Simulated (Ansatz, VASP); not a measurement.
**Pd2Au in VASP and in Ansatz**

```xyz
6
Lattice="3.8459 0.0000 0.0000 0.0000 3.8459 0.0000 0.0000 0.0000 5.8681" Properties=species:S:1:pos:R:3 pbc="T T T"
Pd    0.0000    0.0000    0.0000
Pd    1.9230    1.9230    0.0000
Pd    0.0000    1.9230    1.5844
Pd    1.9230    0.0000    4.2837
Au    0.0000    1.9230    4.1077
Au    1.9230    0.0000    1.7604
```

Alike in both runs: task single point; functional PBE; k mesh 6 × 6 × 4; occupations gaussian, width 0.1 eV; no spin polarisation.

```csv
,VASP,Ansatz
version,VASP 6.6.1,Ansatz 0.2.0
potentials or method,"VASP PAW PBE potentials, release 64 (Pd, Au), cutoff 520 eV","scalar-relativistic, plane waves, PAW"
valence electrons in the cell,62,110
```

Ansatz gave:

- gap on the k mesh at the Fermi level (eV): none
- rms of the force components (eV/Å): 1.212

Question: Which values does VASP return?

Answer: gap on the k mesh at the Fermi level (eV): none; rms of the force components (eV/Å): 1.203.

Atom by atom the forces differ by 0.011 eV/Å (rms over components). A gap of «none» marks a metal or a gap that the smearing closes. VASP's potentials hold 62 valence electrons a cell and Ansatz's 110, so a difference there can come from the potentials and not from the codes.

Neither program's run includes spin-orbit coupling.
